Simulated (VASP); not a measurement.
A run of VASP 6.6.1:

File INCAR:

```
PREC = Accurate
ENCUT = 500
EDIFF = 1E-6
ISMEAR = 1
SIGMA = 0.019
LREAL = False
LASPH = True
NELM = 200
ALGO = Normal
ISIF = 2
LWAVE = False
LCHARG = False
LDAU = True
LDAUTYPE = 2
LDAUL = -1 1
LDAUU = 0 1.8
LDAUJ = 0 0
LDAUPRINT = 1
GGA = CA
NBANDS = 19
GGA_COMPAT = False
```

File KPOINTS:

```
Automatic mesh
0
Gamma
  2 2 2
```

The input POSCAR:

```
SrCl2
1.0
    0.0000000000      3.4855000000      3.4855000000
    3.4855000000      0.0000000000      3.4855000000
    3.4855000000      3.4855000000      0.0000000000
Sr Cl
1 2
Direct
    0.0000000000      0.0000000000      0.0000000000
    0.2500000000      0.2500000000      0.2500000000
    0.7500000000      0.7500000000      0.7500000000
```

Potentials or basis: VASP PAW LDA potentials, release 64 (Sr_sv, Cl).

Run with:

```bash
$ cat potpaw_LDA.64/Sr_sv/POTCAR potpaw_LDA.64/Cl/POTCAR > POTCAR
$ mpirun -np 1 vasp_std > vasp.out
```

Hardware: 1 thread of Intel(R) Xeon(R) Platinum 8559C (Emerald Rapids), on a shared host.

**Question.** How long does it take, and how much memory?

**Answer.** Run time: 7 s on 1 thread of Intel(R) Xeon(R) Platinum 8559C (Emerald Rapids), on a shared host, peak memory 0.17 GiB. Counts: scf iterations 13, k points 3.
